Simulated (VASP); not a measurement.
# Si16Ge (a cell with a defect) in VASP: further runs, part 2 of 3

VASP 6.6.1. The steps go on from the part before.

## (4) Single point, PBE

Input file INCAR:

```
ALGO = Normal
EDIFF = 1E-6
ENCUT = 520
GGA = PE
ISIF = 2
ISMEAR = -1
LASPH = T
LCHARG = F
LREAL = Auto
LWAVE = F
NBANDS = 53
NELM = 80
PREC = Accurate
SIGMA = 0.02
```

Input file KPOINTS:

```
k-points
0
Gamma
  2 2 2
```

Input file POSCAR:

```
Si16Ge
1.0
    0.0000000000      5.4300000000      5.4300000000
    5.4300000000      0.0000000000      5.4300000000
    5.4300000000      5.4300000000      0.0000000000
Si Ge
16 1
Direct
   -0.1093278085     -0.0525506446      0.0470073665
    0.0297145488      0.1818508287      0.1203038674
    0.0408011050     -0.0162338858      0.4496408840
    0.0670994475      0.1174309392      0.6584254144
    0.0186187845      0.6228176796     -0.0191528545
    0.3722375691      0.6791252302     -0.0096040516
   -0.0844659300      0.4811510129      0.6589594843
    0.1348526703      0.6425322284      0.6452762431
    0.4604604052     -0.0097237569     -0.0797605893
    0.5228637201      0.0061970534      0.2064364641
    0.4415653775     -0.0136464088      0.5264456722
    0.6736464088      0.0550460405      0.5636832413
    0.7033977901      0.3078176796      0.0447974217
    0.6750736648      0.6173756906      0.1248710866
    0.4877716390      0.4489318600      0.5213627993
    0.5453591160      0.6073664825      0.6938305709
    0.2578084715      0.3758195212      0.1911786372
```

Run with:

```bash
cat potpaw_PBE.64/Si/POTCAR potpaw_PBE.64/Ge_d/POTCAR > POTCAR
mpirun -np 1 vasp_std > vasp.out
```

It took 2 min on 1 thread of Intel Xeon 6975P-C (Granite Rapids), shared host; peak memory 0.48 GiB.

Results (log left out):

```
Free energy            : -82.6479 eV
Pressure               : 3.0 GPa
Largest force          : 3.171 eV/Å
Band gap on the k mesh : 0.13 eV
```

Forces in eV/Å, atoms in the order of the input:
```
Si  -0.999  1.010  0.912
Si  -1.472 -1.394  1.062
Si   1.416  0.343  0.594
Si   0.628 -0.395  0.209
Si   0.694  0.722 -0.699
Si   2.270  0.696 -0.043
Si  -0.218  0.156 -0.539
Si  -1.988 -0.484 -1.541
Si   0.836  0.723 -1.292
Si  -2.310 -2.089  0.596
Si   1.120  1.088 -1.241
Si   1.326 -0.447  0.745
Si   1.170 -0.233  1.253
Si   0.162 -0.409 -1.453
Si  -0.563  0.740  1.251
Si  -2.553 -0.519  0.884
Ge   0.479  0.492 -0.700
```

Stress tensor (GPa, compression positive):
```
 3.75  1.48 -2.20
 1.48  4.57 -1.87
-2.20 -1.87  0.55
```

Levels at points of the mesh, in eV from the valence-band top:
```tsv
k point	band 36	band 37	band 38	band 39	band 40	band 41	band 42	band 43
(0.00, 0.00, 0.00)	-0.74	-0.64	-0.45	-0.20	0.16	0.38	0.55	0.70
(0.50, 0.00, 0.00)	-1.08	-0.80	-0.32	0.00	0.39	0.62	1.30	1.49
(0.00, 0.50, 0.00)	-0.99	-0.61	-0.21	-0.09	0.34	0.67	1.05	1.18
(0.00, 0.00, 0.50)	-0.79	-0.47	-0.43	-0.24	0.15	0.66	1.17	1.35
(0.50, 0.50, 0.50)	-0.98	-0.49	-0.21	-0.17	0.26	0.52	0.78	1.48
(0.50, 0.50, 0.00)	-0.97	-0.70	-0.20	-0.04	0.50	1.13	1.26	1.47
(0.00, 0.50, 0.50)	-1.03	-0.67	-0.18	-0.02	0.46	0.93	1.07	1.31
(0.50, 0.00, 0.50)	-0.74	-0.65	-0.21	-0.04	0.13	0.84	1.15	1.53
```

Caveat: the k points lie up to 0.50 Å⁻¹ apart.

## (5) Single point, PBE

Input file INCAR:

```
PREC = Accurate
ENCUT = 520
EDIFF = 1E-6
ISMEAR = -1
SIGMA = 0.02
LREAL = Auto
LASPH = True
NELM = 100
ALGO = Normal
ISIF = 2
LWAVE = False
LCHARG = False
GGA = PE
NBANDS = 53
```

Input file KPOINTS:

```
regular mesh
0
Gamma
  2 2 2
```

Input file POSCAR:

```
Si16Ge
1.0
    0.0000000000      5.4300000000      5.4300000000
    5.4300000000      0.0000000000      5.4300000000
    5.4300000000      5.4300000000      0.0000000000
Si Ge
16 1
Direct
    0.0713996317     -0.0812707182     -0.0838858195
    0.1068416206      0.2116482505     -0.0124217311
   -0.0175414365      0.0639318600      0.3628637201
    0.1446132597      0.1243738490      0.5294751381
   -0.0116298343      0.7015193370     -0.1358655617
    0.4346316759      0.6385911602      0.0015745856
   -0.0031491713      0.4476795580      0.5953038674
    0.1723756906      0.6558747698      0.5536464088
    0.4943738490      0.0019981584     -0.0592541436
    0.7020902394     -0.0973941068      0.1046685083
    0.5118508287      0.0369152855      0.4211141805
    0.6075690608      0.1303314917      0.5685451197
    0.7827808471      0.2524125230     -0.0660773481
    0.7019429098      0.5412246777      0.1033977901
    0.5085819521      0.4744383057      0.4777716390
    0.6247145488      0.6443830571      0.5784898711
    0.2525690608      0.3741896869      0.1127532228
```

Potentials or basis: VASP PAW PBE potentials, release 64 (Si, Ge_d).

Run with:

```bash
cat potpaw_PBE.64/Si/POTCAR potpaw_PBE.64/Ge_d/POTCAR > POTCAR
mpirun -np 1 vasp_std > vasp.out
```

OUTCAR:

```text
PREC = Accurate
   ENCUT = 520
   EDIFF = 1E-6
   ISMEAR = -1
   LREAL = Auto
   LASPH = True
   NELM = 100
   ISIF = 2
   GGA = PE

 ion  position               nearest neighbor table
   1  0.071  0.919  0.916-   5 2.31  13 2.42   4 2.48  10 2.49   6 2.69   2 2.73
   2  0.107  0.212  0.988-   3 2.36   9 2.51  13 2.56  17 2.72   1 2.73  14 2.91   7 2.94   5 3.12

   3  0.982  0.064  0.363-   2 2.36  12 2.42   4 2.48   8 2.66
[... 657 lines left out ...]
  Total        5.5041444      8.7496840      3.8923979      1.3262360      2.8037047     -0.2905713
  in kB       27.5404427     43.7797689     19.4759353      6.6359320     14.0285687     -1.4538975
  external PRESSURE =      30.2653823 kB  Pullay stress =       0.0000000 kB

 VOLUME and BASIS-vectors are now :
 -----------------------------------------------------------------------------
  energy-cutoff  :      520.00
  volume of cell :      320.21
      direct lattice vectors                 reciprocal lattice vectors
     0.000000000  5.430000000  5.430000000    -0.092081031  0.092081031  0.092081031
     5.430000000  0.000000000  5.430000000     0.092081031 -0.092081031  0.092081031
     5.430000000  5.430000000  0.000000000     0.092081031  0.092081031 -0.092081031

 POSITION                                       TOTAL-FORCE (eV/Angst)
 -----------------------------------------------------------------------------------
      9.96320      5.36220      5.37640        -0.185978      1.319606      0.571409
      6.51180      5.94270      1.72940         0.086169      0.076343      0.006539
      2.31750      7.30510      5.68190        -0.074224      1.682048     -0.369870
      3.55040      3.66030      1.46060         0.203781     -0.526230     -0.294193
      8.50150     10.05910      9.17610         0.651402      1.047034     -1.675354
      3.47610      2.36860      5.82760        -0.319383     -2.518301     -0.070865
[... 9 lines left out ...]
      6.64020      6.53340      6.89120         0.710246      1.026064      0.152040
      2.64410      1.98370      3.40330        -0.205747     -0.025868      0.213358
 -----------------------------------------------------------------------------------
    total drift:                                0.001012      0.004416     -0.001195

  FREE ENERGIE OF THE ION-ELECTRON SYSTEM (eV)
  ---------------------------------------------------
  free  energy   TOTEN  =       -81.9304195617 eV

  energy  without entropy=      -81.9219581923  energy(sigma->0) =      -81.92618888
```

It took 2.1 min on 1 thread of Intel Xeon 6975P-C (Granite Rapids), shared host; peak memory 0.48 GiB.

Results:

| Item | Value |
| --- | --- |
| Free energy | -81.9304 eV |
| Pressure | 3.0 GPa |
| Largest force | 3.764 eV/Å |
| Band gap on the k mesh | zero (band 39 reaches 6.76 eV, above the bottom of band 40 at 6.50 eV) |

Forces in eV/Å, atoms in the order of the input:
```
Si  -0.186  1.320  0.571
Si   0.086  0.076  0.007
Si  -0.074  1.682 -0.370
Si   0.204 -0.526 -0.294
Si   0.651  1.047 -1.675
Si  -0.319 -2.518 -0.071
Si   0.093 -1.065 -0.111
Si  -0.184 -3.511 -0.574
Si  -0.537 -2.662 -1.468
Si   1.122  2.229  0.785
Si  -2.745 -1.718 -1.919
Si   0.202  2.944  0.743
Si   1.317 -0.084  0.254
Si  -0.310  1.062  0.998
Si   0.175  0.725  2.758
Si   0.710  1.026  0.152
Ge  -0.206 -0.026  0.213
```

Stress tensor (GPa, compression positive):
```
 2.75  0.66 -0.15
 0.66  4.38  1.40
-0.15  1.40  1.95
```

Levels at points of the mesh, in eV from the Fermi level:
```csv
k point,band 36,band 37,band 38,band 39,band 40,band 41,band 42,band 43
"(0.00, 0.00, 0.00)",-0.70,-0.57,-0.43,-0.10,0.01,0.42,0.56,0.77
"(0.50, 0.00, 0.00)",-1.14,-0.55,-0.31,-0.18,-0.10,0.13,1.02,1.34
"(0.00, 0.50, 0.00)",-0.72,-0.56,-0.38,-0.07,0.13,0.53,0.62,0.90
"(0.00, 0.00, 0.50)",-1.08,-0.65,-0.41,-0.02,0.25,0.44,0.55,1.09
"(0.50, 0.50, 0.50)",-1.04,-0.79,-0.45,-0.06,0.20,0.33,0.64,1.07
"(0.50, 0.50, 0.00)",-1.02,-0.87,-0.67,0.15,0.52,0.83,0.85,1.03
"(0.00, 0.50, 0.50)",-1.02,-0.69,-0.49,-0.15,0.33,0.60,1.01,1.24
"(0.50, 0.00, 0.50)",-1.03,-0.83,-0.64,-0.08,0.22,0.59,0.87,1.13
```

Caveat: the k points lie up to 0.50 Å⁻¹ apart.

## (6) Single point, PBE

Input file INCAR:

```
SYSTEM = Si16Ge
ALGO = Normal ; EDIFF = 1E-7
ENCUT = 520 ; GGA = PE
ISIF = 2 ; ISMEAR = -1
LASPH = .TRUE. ; LCHARG = .TRUE.
LELF = .TRUE. ; LREAL = Auto
LVHAR = .TRUE. ; LWAVE = .FALSE.
NBANDS = 53 ; NELM = 80
PREC = Accurate ; SIGMA = 0.02
```

Input file KPOINTS:

```
k-points
0
G
  2 2 2
  0 0 0
```

Input file POSCAR:

```
Si16Ge
1.0
    0.0000000000      5.4300000000      5.4300000000
    5.4300000000      0.0000000000      5.4300000000
    5.4300000000      5.4300000000      0.0000000000
Si Ge
16 1
Direct
    0.1269889503     -0.3034714549     -0.0121270718
   -0.0036372007      0.1060313076      0.1451473297
   -0.0269521179     -0.0575230203      0.5301012891
    0.2699447514     -0.1305340700      0.5805340700
    0.0719889503      0.4081215470     -0.0374585635
    0.5417679558      0.6870902394     -0.1189318600
    0.0248895028      0.2896224678      0.5970810313
    0.0519889503      0.5675874770      0.6182504604
    0.4364456722     -0.0967219153      0.0842909761
    0.7472375691     -0.2917311234      0.1311049724
    0.4938397790      0.0516850829      0.4854604052
    0.6341252302      0.0319152855      0.7091160221
    0.6720534070      0.2882965009     -0.0911694291
    0.6489871087      0.4164272560      0.2067219153
    0.4789871087      0.3933517495      0.6110681400
    0.7032412523      0.6018047882      0.5066298343
    0.3376795580      0.2360589319      0.0984714549
```

Potentials or basis: VASP PAW PBE potentials, release 64 (Si, Ge_d).

Run with:

```bash
cat potpaw_PBE.64/Si/POTCAR potpaw_PBE.64/Ge_d/POTCAR > POTCAR
mpirun -np 1 vasp_std > vasp.out
```

OUTCAR:

```text
SYSTEM = Si16Ge
   EDIFF = 1E-7
   ENCUT = 520
   GGA = PE
   ISIF = 2
   ISMEAR = -1
   LASPH = .TRUE.
   LREAL = Auto
   NELM = 80
   PREC = Accurate

 ion  position               nearest neighbor table
   1  0.127  0.697  0.988-  10 2.52   5 2.56   4 2.57   6 2.84  17 2.91
   2  0.996  0.106  0.145-   5 2.23   3 2.52  14 2.56   9 2.82
   3  0.973  0.942  0.530-  12 2.17   4 2.25   8 2.41   2 2.52
   4  0.270  0.869  0.581-   3 2.25  11 2.36   1 2.57  16 2.84   7 2.84  15 3.11
   5  0.072  0.408  0.963-   2 2.23  17 2.25   8 2.34   1 2.56  10 2.69  14 2.81  15 2.93
   6  0.542  0.687  0.881-   9 2.41  14 2.53  12 2.59  13 2.63  16 2.78   1 2.84  11 2.96  10 3.13

   7  0.025  0.290  0.597-   8 2.33  16 2.54  13 2.57   4 2.84  11 2.99
   8  0.052  0.568  0.618-   7 2.33   5 2.34   3 2.41  15 2.84  16 3.06
   9  0.436  0.903  0.084-  10 2.19  17 2.32   6 2.41  12 2.42   2 2.82  14 3.07
  10  0.747  0.708  0.131-   9 2.19  14 2.42  16 2.46   1 2.52   5 2.69   6 3.13
  11  0.494  0.052  0.485-  12 2.36   4 2.36  14 2.94  16 2.95   6 2.96   7 2.99
  12  0.634  0.032  0.709-   3 2.17  15 2.28  11 2.36   9 2.42   6 2.59
  13  0.672  0.288  0.909-  17 2.36   7 2.57   6 2.63  16 2.79  14 2.81  15 2.90
  14  0.649  0.416  0.207-  10 2.42   6 2.53   2 2.56  15 2.65   5 2.81  13 2.81  11 2.94   9 3.07

  15  0.479  0.393  0.611-  12 2.28  16 2.50  14 2.65   8 2.84  13 2.90   5 2.93   4 3.11
  16  0.703  0.602  0.507-  10 2.46  15 2.50   7 2.54   6 2.78  13 2.79   4 2.84  11 2.95   8 3.06

  17  0.338  0.236  0.098-   5 2.25   9 2.32  13 2.36   1 2.91

  LATTYP: Found a face centered cubic cell.
 ALAT       =    10.8600000000

  Lattice vectors:

 A1 = (   0.0000000000,   5.4300000000,   5.4300000000)
 A2 = (   5.4300000000,   0.0000000000,   5.4300000000)
 A3 = (   5.4300000000,   5.4300000000,   0.0000000000)

Analysis of symmetry for initial positions (statically):
=====================================================================
 Subroutine PRICEL returns:
 Original cell was already a primitive cell.

 Routine SETGRP: Setting up the symmetry group for a
 face centered cubic supercell.

 Subroutine GETGRP returns: Found  1 space group operations
 (whereof  1 operations were pure point group operations)
 out of a pool of 48 trial point group operations.

The static configuration has the point symmetry C_1 .

Analysis of symmetry for dynamics (positions and initial velocities):
=====================================================================
 Subroutine PRICEL returns:
 Original cell was already a primitive cell.

 Routine SETGRP: Setting up the symmetry group for a
 face centered cubic supercell.

 Subroutine GETGRP returns: Found  1 space group operations
 (whereof  1 operations were pure point group operations)
 out of a pool of 48 trial point group operations.

The dynamic configuration has the point symmetry C_1 .

 Subroutine INISYM returns: Found  1 space group operations
 (whereof  1 operations are pure point group operations),
 and found     1 'primitive' translations

----------------------------------------------------------------------------------------

                                     Primitive cell

  volume of cell :     320.2060

  direct lattice vectors                    reciprocal lattice vectors
[... 79 lines left out ...]
  0.500000  0.500000  0.000000      1.000000
  0.000000  0.500000  0.500000      1.000000
  0.500000  0.000000  0.500000      1.000000
   k-points           NKPTS =      8   k-points in BZ     NKDIM =      8   number of bands    NBANDS=     53
   number of dos      NEDOS =    301   number of ions     NIONS =     17
   total plane-waves  NPLWV = 216000
   dimension x,y,z NGX =    60 NGY =   60 NGZ =   60
   dimension x,y,z NGXF=   120 NGYF=  120 NGZF=  120
   ions per type =              16   1
   NGX,Y,Z   is equivalent  to a cutoff of  12.99, 12.99, 12.99 a.u.
   NGXF,Y,Z  is equivalent  to a cutoff of  25.98, 25.98, 25.98 a.u.
 SYSTEM =  Si16Ge
   PREC   = accura    normal or accurate (medium, high low for compatibility)
   ISTART =      0    job   : 0-new  1-cont  2-samecut
   ICHARG =      2    charge: 1-file 2-atom 10-const
   ISPIN  =      1    spin polarized calculation?
   LNONCOLLINEAR =      F non collinear calculations
   LSORBIT =      F    spin-orbit coupling
   LASPH  =      T    aspherical Exc in radial PAW
   ENCUT  =  520.0 eV  38.22 Ry    6.18 a.u.  14.28 14.28 14.28*2*pi/ulx,y,z
   NELM   =     80;   NELMIN=  2; NELMDL= -5     # of ELM steps
   EDIFF  = 0.1E-06   stopping-criterion for ELM
   LREAL  =      T    real-space projection
   EDIFFG = 0.1E-05   stopping-criterion for IOM
   NSW    =      0    number of steps for IOM
   IBRION =     -1    ionic relax: 0-MD 1-quasi-New 2-CG
   NFREE  =      0    steps in history (QN), initial steepest desc. (CG)
   ISIF   =      2    stress and relaxation
   ISYM   =      2    0-nonsym 1-usesym 2-fastsym
   POTIM  = 0.5000    time-step for ionic-motion
   TEBEG  =    0.0;   TEEND  =   0.0 temperature during run
   PSTRESS=    0.0 pullay stress
   NELECT =      78.0000    total number of electrons
   NUPDOWN=      -1.0000    fix difference up-down
   EMIN   =  10.00;   EMAX   =-10.00  energy-range for DOS
   EFERMI =   0.00;   METHOD = LEGACY
   ISMEAR =    -1;   SIGMA  =   0.02  broadening in eV -4-tet -1-fermi 0-gaus
   EFERMI_NEDOS =   21; number of points for ismear=-14 and -15
   IALGO  =     38    algorithm
   IMIX   =      4    mixing-type and parameters
     AMIX     =   0.40;   BMIX     =  1.00
     AMIX_MAG =   1.60;   BMIX_MAG =  1.00
  volume/ion in A,a.u.               =      18.84       127.11
  Fermi-wavevector in a.u.,A,eV,Ry     =   1.022421  1.932096 14.222785  1.045345
  Thomas-Fermi vector in A             =   2.156100
   LORBIT       =      0    0 simple, 1 ext, 2 COOP (PROOUT), +10 PAW based schemes
   GGA     = PE    functional components
   LHFCALC =     F    Hartree Fock is set to
   AEXX    =    0.0000 exact exchange contribution
   IVDW    =     0    specifies the selected vdW correction
   LEPSILON=     F    determine dielectric tensor
   LRPA    =     F    only Hartree local field effects (RPA)
 non-spin polarized calculation
  energy-cutoff  :      520.00
  volume of cell :      320.21
 maximum number of plane-waves:      8646
 NGX is ok and might be reduce to    60
   NGX = 29   NGY = 29   NGZ = 29

 number of electron      78.0000001 magnetization

 Free energy of the ion-electron system (eV)
  ---------------------------------------------------
  ext. energy  EPLUGINS =         0.00000000
  ---------------------------------------------------
  free energy    TOTEN  =       -80.42757726 eV

  energy without entropy =      -80.41650068  energy(sigma->0) =      -80.42203897

 E-fermi :   6.5665     XC(G=0):  -9.9327

 val. band max:        6.5637123199   @ k =   0.5000   0.5000   0.5000
 cond. band min:       6.6213119848   @ k =   0.0000   0.5000   0.0000
 fundamental gap:      0.0575996648
 Fermi energy:         6.5664911336

 k-point     1 :       0.0000    0.0000    0.0000
  band No.  band energies     occupation
      1     -18.0400      2.00000
      2     -18.0316      2.00000
      3     -18.0151      2.00000
      4     -17.9993      2.00000
      5     -17.9883      2.00000
      6      -6.3261      2.00000
[... 421 lines left out ...]
     50       9.6297      0.00000
     51       9.8944      0.00000
 [bands above 51 left out]

------------------------ aborting loop because EDIFF is reached ----------------------------------------

  FORCE on cell =-STRESS in cart. coord.  units (eV):
  Direction    XX          YY          ZZ          XY          YZ          ZX
  --------------------------------------------------------------------------------------
  -------------------------------------------------------------------------------------
  Total       -0.1179987      5.7291820      1.7562311     -2.7871020      4.6012618      5.0330471
  in kB       -0.5904162     28.6664369      8.7874480    -13.9454959     23.0227948     25.1832685
  external PRESSURE =      12.2878229 kB  Pullay stress =       0.0000000 kB

 VOLUME and BASIS-vectors are now :
 -----------------------------------------------------------------------------
  energy-cutoff  :      520.00
  volume of cell :      320.21
      direct lattice vectors                 reciprocal lattice vectors
     0.000000000  5.430000000  5.430000000    -0.092081031  0.092081031  0.092081031
     5.430000000  0.000000000  5.430000000     0.092081031 -0.092081031  0.092081031
     5.430000000  5.430000000  0.000000000     0.092081031  0.092081031 -0.092081031

 POSITION                                       TOTAL-FORCE (eV/Angst)
 -----------------------------------------------------------------------------------
      9.14630      6.05370      4.47170        -0.353793     -0.289023      0.589915
      1.36390      6.19840      5.98600        -0.275431      0.451072     -1.731826
      7.99610      8.16210     10.40130        -2.028002     -0.604150      0.964643
      7.87350      4.61810      6.18700         0.352228      1.379670     -0.236743
      7.44270      5.61750      2.60700         1.037463     -2.536257      0.986519
      8.51510      7.72600      6.67270        -1.119920     -0.258193     -0.594960
[... 9 lines left out ...]
      6.01880      6.56960      7.08640         0.482983      0.162349     -0.359953
      1.81650      2.36830      3.11540         1.508520      1.718384      0.925571
 -----------------------------------------------------------------------------------
    total drift:                                0.008773     -0.000905      0.000943

  FREE ENERGIE OF THE ION-ELECTRON SYSTEM (eV)
  ---------------------------------------------------
  free  energy   TOTEN  =       -80.4275772621 eV

  energy  without entropy=      -80.4165006812  energy(sigma->0) =      -80.42203897
```

Wall time 2.7 min (1 thread of Intel Xeon 6975P-C (Granite Rapids), shared host); peak memory 0.49 GiB.

What came out:

```yaml
Free_energy: -80.4276 eV
Pressure: 1.2 GPa
Largest_force: 2.912 eV/Å
Band_gap_on_the_k_mesh: zero (filled and empty bands overlap)
```

Forces on the atoms (eV/Å):
```
Si  -0.354 -0.289  0.590
Si  -0.275  0.451 -1.732
Si  -2.028 -0.604  0.965
Si   0.352  1.380 -0.237
Si   1.037 -2.536  0.987
Si  -1.120 -0.258 -0.595
Si  -0.073 -0.338 -0.578
Si   0.093  0.750  0.187
Si  -0.125 -1.188 -1.279
Si  -0.655  2.183  0.819
Si  -0.641 -0.538  0.023
Si   1.357 -0.002 -1.439
Si  -0.151  0.245  1.702
Si  -0.214  0.187 -0.596
Si   0.805 -1.322  0.618
Si   0.483  0.162 -0.360
Ge   1.509  1.718  0.926
```

Caveat: the k points lie up to 0.50 Å⁻¹ apart.

(Part 2 of 3 ends here.)
